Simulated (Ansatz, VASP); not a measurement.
Two plane-wave programs on Hf2S

```
CELL_PARAMETERS angstrom
3.31917 0.00000 0.00000
-1.65958 2.87448 0.00000
0.00000 0.00000 11.56332
ATOMIC_POSITIONS crystal
Hf 0.66667 0.33333 0.89875
Hf 0.33333 0.66667 0.39875
Hf 0.66667 0.33333 0.60125
Hf 0.33333 0.66667 0.10125
S 0.00000 0.00000 0.75000
S 0.00000 0.00000 0.25000
```

Alike in both runs: functional LDA; k mesh 12 × 12 × 4; occupations gaussian, width 0.1 eV; no spin polarisation.

Ansatz relaxed the structure, and its values are those at the end. VASP's run is a single point on that final structure, the one shown.

|  | VASP | Ansatz |
| --- | --- | --- |
| version | VASP 6.6.1 | Ansatz 0.2.0 |
| potentials or method | VASP PAW LDA potentials, release 64 (Hf_pv, S), cutoff 520 eV | scalar-relativistic, plane waves, PAW |
| valence electrons in the cell | 52 | 116 |

|  | VASP | Ansatz | Ansatz less VASP |
| --- | --- | --- | --- |
| gap on the k mesh at the Fermi level (eV) | none | none | - |
| pressure (GPa) | 0.0 | 0.0 | -0.04 |
| rms of the force components (eV/Å) | 0.014 | 0.002 | -0.0124 |

LDA's correlation is that of Perdew and Zunger in VASP and of Perdew and Wang (1992) in Ansatz. A gap of «none» marks a metal or a gap that the smearing closes. VASP's potentials hold 52 valence electrons a cell and Ansatz's 116, so a difference there can come from the potentials and not from the codes.

Neither program's run includes spin-orbit coupling.
